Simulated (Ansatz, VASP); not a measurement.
Two plane-wave programs on Ge

The input INCAR:

```
PREC = Accurate
ENCUT = 520
EDIFF = 1E-6
ISMEAR = 0
SIGMA = 0.15
LREAL = False
LASPH = True
NELM = 60
ALGO = Normal
ISIF = 2
LWAVE = False
LCHARG = False
GGA = PS
NBANDS = 21
```

File KPOINTS:

```
Automatic mesh
0
Gamma
  20 20 20
```

POSCAR

```
Ge
1.0
   -2.4958980000      2.6906259450      1.4369470000
    2.4958980000     -2.6906259450      1.4369470000
    2.4958980000      2.6906259450     -1.4369470000
Ge
2
Direct
    0.1859430000      0.9359430000      0.2500000000
    0.8140570000      0.0640570000      0.7500000000
```

Input for Ansatz:

```yaml
crystal:
  lattice:
    - [-2.495898, 2.690625945, 1.436947]
    - [2.495898, -2.690625945, 1.436947]
    - [2.495898, 2.690625945, -1.436947]
  atoms:
    - { symbol: Ge, position: [0.185943, 0.935943, 0.25] }
    - { symbol: Ge, position: [0.814057, 0.064057, 0.75] }
basis:
  ecutwfc: 420
kpoints:
  mp_grid: { grid: [20, 20, 20] }
hamiltonian:
  xc: pbesol
scf:
  occupations: { method: gaussian, width: 0.15 }
output:
  forces: true
  stress: true
  eigenvalues: true
  write_density: true
  write_potential: true
  elf: true
  volumetric_format: npy
```

Change from the starting cell: strain +0.0150 x Voigt [0, 1, 0, 0, 0, 0], atoms carried along.

Alike in both runs: task single point; functional PBEsol; k mesh 20 × 20 × 20; occupations gaussian, width 0.15 eV; no spin polarisation.

```csv
,VASP,Ansatz
version,VASP 6.6.1,Ansatz 0.2.0
potentials or method,"VASP PAW PBE potentials, release 64 (Ge_d), cutoff 520 eV","scalar-relativistic, plane waves, PAW"
valence electrons in the cell,28,28
```

|  | VASP | Ansatz | Ansatz less VASP |
| --- | --- | --- | --- |
| gap on the k mesh at the Fermi level (eV) | none | none | - |
| pressure (GPa) | -3.5 | -3.4 | +0.08 |
| traceless stress, the component that is largest in VASP (GPa) | -1.89 | -1.87 | +0.023 |
| rms of the force components (eV/Å) | 0.012 | 0.012 | -0.0005 |

VASP's potentials were made for PBE, not for PBEsol. Atom by atom the forces differ by 0.000 eV/Å (rms over components). A gap of «none» marks a metal or a gap that the smearing closes.
